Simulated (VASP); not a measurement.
# TiSi2 (Cmcm) in VASP: single point with PBE

Aim: the single point of TiSi2 with PBE.

Program: VASP 6.6.1. These are calculated values, not measurements. Logs are shortened: lines on timing, memory, paths and dates and some standing lists are left out, and cuts for length are marked.

### Step 1. The cell of the first run

Symmetry: Cmcm, No. 63, orthorhombic system. Conventional cell: a = 3.530 Å, b = 13.519 Å, c = 3.565 Å, α = 90.00°, β = 90.00°, γ = 90.00°. Ti (site symmetry m2m) has 10 Si at 2.58 to 2.81 Å and 2 Ti at 3.31 Å within 3.4 Å. Si (site symmetry m2m) has 2 Si at 2.38 Å and 6 Ti at 2.58 to 2.81 Å within 3.1 Å. Within 3.3 Å of Si (site symmetry m2m) lie 8 Si at 2.51 to 3.15 Å and 4 Ti at 2.66 to 2.67 Å.

### Step 2. Single point, PBE

Input file INCAR:

```
SYSTEM = TiSi2
PREC = Accurate ; ENCUT = 520
EDIFF = 1E-6 ; ISMEAR = -1
SIGMA = 0.1 ; LREAL = .FALSE.
LASPH = .TRUE. ; NELM = 100
ALGO = Normal ; ISIF = 2
LWAVE = .FALSE. ; LCHARG = .FALSE.
GGA = PE ; NBANDS = 29
```

Input file KPOINTS:

```
Automatic mesh
0
G
  8 8 7
  0 0 0
```

Input file POSCAR:

```
TiSi2
1.0
    1.7651050000     -6.7592820000      0.0000000000
    1.7651050000      6.7592820000      0.0000000000
    0.0000000000      0.0000000000      3.5651740000
Ti Si
2 4
Direct
    0.8968820000      0.1031180000      0.7500000000
    0.1031180000      0.8968820000      0.2500000000
    0.5582510000      0.4417490000      0.7500000000
    0.4417490000      0.5582510000      0.2500000000
    0.2496850000      0.7503150000      0.7500000000
    0.7503150000      0.2496850000      0.2500000000
```

Potentials or basis: VASP PAW PBE potentials, release 64 (Ti_sv, Si).

Command:

```
cat potpaw_PBE.64/Ti_sv/POTCAR potpaw_PBE.64/Si/POTCAR > POTCAR
mpirun -np 1 vasp_std > vasp.out
```

OUTCAR:

```text
SYSTEM = TiSi2
   PREC = Accurate
   ENCUT = 520
   EDIFF = 1E-6
   ISMEAR = -1
   LREAL = .FALSE.
   LASPH = .TRUE.
   NELM = 100
   ISIF = 2
   GGA = PE

 ion  position               nearest neighbor table
   1  0.897  0.103  0.750-   4 2.58   4 2.58   4 2.58   4 2.58   5 2.66   5 2.66   6 2.67   6 2.67
                             3 2.81   3 2.81
   2  0.103  0.897  0.250-   3 2.58   3 2.58   3 2.58   3 2.58   6 2.66   6 2.66   5 2.67   5 2.67
                             4 2.81   4 2.81
   3  0.558  0.442  0.750-   4 2.38   4 2.38   2 2.58   2 2.58   2 2.58   2 2.58   1 2.81   1 2.81
                             5 3.13   5 3.13
   4  0.442  0.558  0.250-   3 2.38   3 2.38   1 2.58   1 2.58   1 2.58   1 2.58   2 2.81   2 2.81
                             6 3.13   6 3.13
   5  0.250  0.750  0.750-   6 2.51   6 2.51   6 2.51   6 2.51   1 2.66   1 2.66   2 2.67   2 2.67
                             3 3.13   3 3.13
   6  0.750  0.250  0.250-   5 2.51   5 2.51   5 2.51   5 2.51   2 2.66   2 2.66   1 2.67   1 2.67
                             4 3.13   4 3.13

  LATTYP: Found a base centered orthorhombic cell.
 ALAT       =     3.5302100000
 B/A-ratio  =     3.8293937188
 C/A-ratio  =     1.0099042267

  Lattice vectors:

 A1 = (   1.7651050000,  -6.7592820000,   0.0000000000)
 A2 = (   1.7651050000,   6.7592820000,   0.0000000000)
 A3 = (   0.0000000000,   0.0000000000,   3.5651740000)

Analysis of symmetry for initial positions (statically):
=====================================================================
 Subroutine PRICEL returns:
 Original cell was already a primitive cell.

 Routine SETGRP: Setting up the symmetry group for a
 base centered orthorhombic supercell.

 Subroutine GETGRP returns: Found  8 space group operations
 (whereof  4 operations were pure point group operations)
 out of a pool of  8 trial point group operations.

The static configuration has the point symmetry C_2h.
 The point group associated with its full space group is D_2h.

Analysis of symmetry for dynamics (positions and initial velocities):
=====================================================================
 Subroutine PRICEL returns:
 Original cell was already a primitive cell.

 Routine SETGRP: Setting up the symmetry group for a
 base centered orthorhombic supercell.

 Subroutine GETGRP returns: Found  8 space group operations
 (whereof  4 operations were pure point group operations)
 out of a pool of  8 trial point group operations.

The dynamic configuration has the point symmetry C_2h.
 The point group associated with its full space group is D_2h.

 Subroutine INISYM returns: Found  8 space group operations
 (whereof  4 operations are pure point group operations),
 and found     1 'primitive' translations

----------------------------------------------------------------------------------------

                                     Primitive cell

  volume of cell :      85.0711

  direct lattice vectors                    reciprocal lattice vectors
     1.765105000 -6.759282000  0.000000000     0.283269267 -0.073972354  0.000000000
     1.765105000  6.759282000  0.000000000     0.283269267  0.073972354  0.000000000
     0.000000000  0.000000000  3.565174000     0.000000000  0.000000000  0.280491219

  length of vectors
     6.985949385  6.985949385  3.565174000     0.292768487  0.292768487  0.280491219

  position of ions in fractional coordinates (direct lattice)
     0.896882000  0.103118000  0.750000000
     0.103118000  0.896882000  0.250000000
     0.558251000  0.441749000  0.750000000
     0.441749000  0.558251000  0.250000000
     0.249685000  0.750315000  0.750000000
     0.750315000  0.249685000  0.250000000

  ion indices of the primitive-cell ions
   primitive index   ion index
                 1           1
                 2           2
                 3           3
                 4           4
                 5           5
                 6           6

----------------------------------------------------------------------------------------

 KPOINTS: Automatic mesh

Automatic generation of k-mesh.
 Grid dimensions read from file:
 generate k-points for:    8    8    7

 Generating k-lattice:

  Cartesian coordinates                     Fractional coordinates (reciprocal lattice)
     0.035408658 -0.009246544  0.000000000     0.125000000  0.000000000  0.000000000
     0.035408658  0.009246544  0.000000000     0.000000000  0.125000000  0.000000000
     0.000000000  0.000000000  0.040070174     0.000000000  0.000000000  0.142857143

  Length of vectors
     0.036596061  0.036596061  0.040070174

  Shift w.r.t. Gamma in fractional coordinates (k-lattice)
     0.000000000  0.000000000  0.000000000

 Subroutine IBZKPT returns following result:
 ===========================================

 Found     84 irreducible k-points:

 Following reciprocal coordinates:
            Coordinates               Weight
  0.000000  0.000000  0.000000      1.000000
  0.125000  0.000000  0.000000      4.000000
  0.250000  0.000000  0.000000      4.000000
  0.375000 -0.000000  0.000000      4.000000
  0.500000  0.000000  0.000000      2.000000
  0.125000  0.125000  0.000000      2.000000
[... 16 lines left out ...]
  0.125000  0.000000  0.142857      8.000000
  0.250000  0.000000  0.142857      8.000000
 [... further k-points ...]
   k-points           NKPTS =     84   k-points in BZ     NKDIM =     84   number of bands    NBANDS=     29
   number of dos      NEDOS =    301   number of ions     NIONS =      6
   total plane-waves  NPLWV =  81648
   dimension x,y,z NGX =    54 NGY =   54 NGZ =   28
   dimension x,y,z NGXF=   108 NGYF=  108 NGZF=   56
   ions per type =               2   4
   NGX,Y,Z   is equivalent  to a cutoff of  12.85, 12.85, 13.06 a.u.
   NGXF,Y,Z  is equivalent  to a cutoff of  25.70, 25.70, 26.11 a.u.
 SYSTEM =  TiSi2
   PREC   = accura    normal or accurate (medium, high low for compatibility)
   ISTART =      0    job   : 0-new  1-cont  2-samecut
   ICHARG =      2    charge: 1-file 2-atom 10-const
   ISPIN  =      1    spin polarized calculation?
   LNONCOLLINEAR =      F non collinear calculations
   LSORBIT =      F    spin-orbit coupling
   LASPH  =      T    aspherical Exc in radial PAW
   ENCUT  =  520.0 eV  38.22 Ry    6.18 a.u.  12.99 12.99  6.63*2*pi/ulx,y,z
   NELM   =    100;   NELMIN=  2; NELMDL= -5     # of ELM steps
   EDIFF  = 0.1E-05   stopping-criterion for ELM
   LREAL  =      F    real-space projection
   EDIFFG = 0.1E-04   stopping-criterion for IOM
   NSW    =      0    number of steps for IOM
   IBRION =     -1    ionic relax: 0-MD 1-quasi-New 2-CG
   NFREE  =      0    steps in history (QN), initial steepest desc. (CG)
   ISIF   =      2    stress and relaxation
   ISYM   =      2    0-nonsym 1-usesym 2-fastsym
   POTIM  = 0.5000    time-step for ionic-motion
   TEBEG  =    0.0;   TEEND  =   0.0 temperature during run
   PSTRESS=    0.0 pullay stress
   NELECT =      40.0000    total number of electrons
   NUPDOWN=      -1.0000    fix difference up-down
   EMIN   =  10.00;   EMAX   =-10.00  energy-range for DOS
   EFERMI =   0.00;   METHOD = LEGACY
   ISMEAR =    -1;   SIGMA  =   0.10  broadening in eV -4-tet -1-fermi 0-gaus
   EFERMI_NEDOS =   21; number of points for ismear=-14 and -15
   IALGO  =     38    algorithm
   IMIX   =      4    mixing-type and parameters
     AMIX     =   0.40;   BMIX     =  1.00
     AMIX_MAG =   1.60;   BMIX_MAG =  1.00
  volume/ion in A,a.u.               =      14.18        95.68
  Fermi-wavevector in a.u.,A,eV,Ry     =   1.273017  2.405653 22.049226  1.620572
  Thomas-Fermi vector in A             =   2.405864
   LORBIT       =      0    0 simple, 1 ext, 2 COOP (PROOUT), +10 PAW based schemes
   GGA     = PE    functional components
   LHFCALC =     F    Hartree Fock is set to
   AEXX    =    0.0000 exact exchange contribution
   IVDW    =     0    specifies the selected vdW correction
   LEPSILON=     F    determine dielectric tensor
   LRPA    =     F    only Hartree local field effects (RPA)
 non-spin polarized calculation
  energy-cutoff  :      520.00
  volume of cell :       85.07
 maximum number of plane-waves:      2318
 NGX is ok and might be reduce to    54
   NGX = 25   NGY = 25   NGZ = 13

 number of electron      40.0000005 magnetization

 Free energy of the ion-electron system (eV)
  ---------------------------------------------------
  ext. energy  EPLUGINS =         0.00000000
  ---------------------------------------------------
  free energy    TOTEN  =       -40.76672896 eV

  energy without entropy =      -40.71319971  energy(sigma->0) =      -40.73996433

 E-fermi :  10.5446     XC(G=0): -11.6409

 val. band max:       10.5023784726   @ k =  -0.1250   0.1250   0.1429
 cond. band min:      10.5635760024   @ k =   0.5000   0.2500   0.0000
 fundamental gap:      0.0611975298
 Fermi energy:        10.5445594612

 k-point     1 :       0.0000    0.0000    0.0000
  band No.  band energies     occupation
      1     -46.2707      2.00000
      2     -46.2614      2.00000
      3     -22.6238      2.00000
      4     -22.5846      2.00000
      5     -22.5735      2.00000
      6     -22.5717      2.00000
[... 21 lines left out ...]
     28      13.4836      0.00000
     29      13.6777      0.00000

 k-point     2 :       0.1250    0.0000    0.0000
  band No.  band energies     occupation
      1     -46.2701      2.00000
      2     -46.2608      2.00000
      3     -22.6218      2.00000
      4     -22.5958      2.00000
      5     -22.5818      2.00000
      6     -22.5724      2.00000
[... 21 lines left out ...]
     28      13.5951      0.00000
     29      13.6162      0.00000

 k-point     3 :       0.2500    0.0000    0.0000
  band No.  band energies     occupation
      1     -46.2685      2.00000
      2     -46.2593      2.00000
      3     -22.6231      2.00000
      4     -22.6166      2.00000
      5     -22.6061      2.00000
      6     -22.5699      2.00000
[... 21 lines left out ...]
     28      13.5830      0.00000
     29      14.5898      0.00000

 k-point     4 :       0.3750   -0.0000    0.0000
  band No.  band energies     occupation
      1     -46.2669      2.00000
      2     -46.2579      2.00000
      3     -22.6495      2.00000
      4     -22.6305      2.00000
      5     -22.6119      2.00000
      6     -22.5673      2.00000
[... 21 lines left out ...]
     28      13.4079      0.00000
     29      14.2329      0.00000

 k-point     5 :       0.5000    0.0000    0.0000
  band No.  band energies     occupation
      1     -46.2663      2.00000
      2     -46.2573      2.00000
      3     -22.6605      2.00000
      4     -22.6405      2.00000
      5     -22.6099      2.00000
      6     -22.5662      2.00000
[... 21 lines left out ...]
     28      13.5954      0.00000
     29      13.9224      0.00000
[... 510 lines left out ...]
     28      13.6736      0.00000
     29      14.0041      0.00000

 k-point    22 :       0.0000    0.0000    0.1429
  band No.  band energies     occupation
      1     -46.2696      2.00000
      2     -46.2612      2.00000
      3     -22.6208      2.00000
      4     -22.5875      2.00000
      5     -22.5829      2.00000
      6     -22.5713      2.00000
[... 21 lines left out ...]
     28      13.7284      0.00000
     29      14.0315      0.00000

 k-point    23 :       0.1250    0.0000    0.1429
  band No.  band energies     occupation
      1     -46.2689      2.00000
      2     -46.2606      2.00000
      3     -22.6190      2.00000
      4     -22.5939      2.00000
      5     -22.5864      2.00000
      6     -22.5813      2.00000
[... 21 lines left out ...]
     28      13.8949      0.00000
     29      14.0588      0.00000

 k-point    24 :       0.2500    0.0000    0.1429
  band No.  band energies     occupation
      1     -46.2674      2.00000
      2     -46.2591      2.00000
      3     -22.6209      2.00000
      4     -22.6139      2.00000
      5     -22.6055      2.00000
      6     -22.5836      2.00000
[... 21 lines left out ...]
     28      13.9992      0.00000
     29      14.1455      0.00000

 [... further k-points ...]
[... 5 lines left out ...]
  --------------------------------------------------------------------------------------
  -------------------------------------------------------------------------------------
  Total        0.9783785      0.8098685      1.1757729      0.0000000     -0.0000000      0.0000000
  in kB       18.4261942     15.2525774     22.1438016      0.0000000     -0.0000000      0.0000000
  external PRESSURE =      18.6075244 kB  Pullay stress =       0.0000000 kB

 VOLUME and BASIS-vectors are now :
 -----------------------------------------------------------------------------
  energy-cutoff  :      520.00
  volume of cell :       85.07
      direct lattice vectors                 reciprocal lattice vectors
     1.765105000 -6.759282000  0.000000000     0.283269267 -0.073972354  0.000000000
     1.765105000  6.759282000  0.000000000     0.283269267  0.073972354  0.000000000
     0.000000000  0.000000000  3.565174000     0.000000000  0.000000000  0.280491219

 POSITION                                       TOTAL-FORCE (eV/Angst)
 -----------------------------------------------------------------------------------
      1.76510     -5.36527      2.67388         0.000000     -0.004083     -0.000000
      1.76510      5.36527      0.89129         0.000000      0.004083     -0.000000
      1.76510     -0.78747      2.67388         0.000000     -0.176044      0.000000
      1.76510      0.78747      0.89129         0.000000      0.176044      0.000000
      1.76510      3.38390      2.67388         0.000000      0.008971      0.000000
      1.76510     -3.38390      0.89129         0.000000     -0.008971      0.000000
 -----------------------------------------------------------------------------------
    total drift:                                0.000000     -0.000000     -0.000000

  FREE ENERGIE OF THE ION-ELECTRON SYSTEM (eV)
  ---------------------------------------------------
  free  energy   TOTEN  =       -40.7667289628 eV

  energy  without entropy=      -40.7131997058  energy(sigma->0) =      -40.73996433
```

Wall time 9.5 min (1 thread of AMD EPYC 7R13, shared host); peak memory 0.34 GiB.

What came out:

* Free energy: -40.7667 eV
* Pressure: 1.9 GPa
* Largest force: 0.176 eV/Å
* Band gap on the k mesh: zero (band 20 reaches 11.02 eV, above the bottom of band 21 at 10.01 eV)

Forces in eV/Å, atoms in the order of the input:
```
Ti   0.000 -0.004  0.000
Ti   0.000  0.004  0.000
Si   0.000 -0.176  0.000
Si   0.000  0.176  0.000
Si   0.000  0.009  0.000
Si   0.000 -0.009  0.000
```

Stress tensor (GPa, compression positive):
```
1.84 0.00 0.00
0.00 1.53 0.00
0.00 0.00 2.21
```

Levels at points of the mesh, in eV from the Fermi level:
```csv
k point,band 17,band 18,band 19,band 20,band 21,band 22,band 23,band 24
"(0.00, 0.00, 0.00)",-2.14,-2.08,-2.07,0.47,0.73,0.83,0.90,1.37
"(0.50, 0.00, 0.00)",-1.66,-1.46,-0.66,-0.57,-0.53,1.17,1.48,1.67
"(0.50, 0.50, 0.00)",-2.52,-1.94,-1.17,0.40,0.65,0.75,0.92,1.14
```
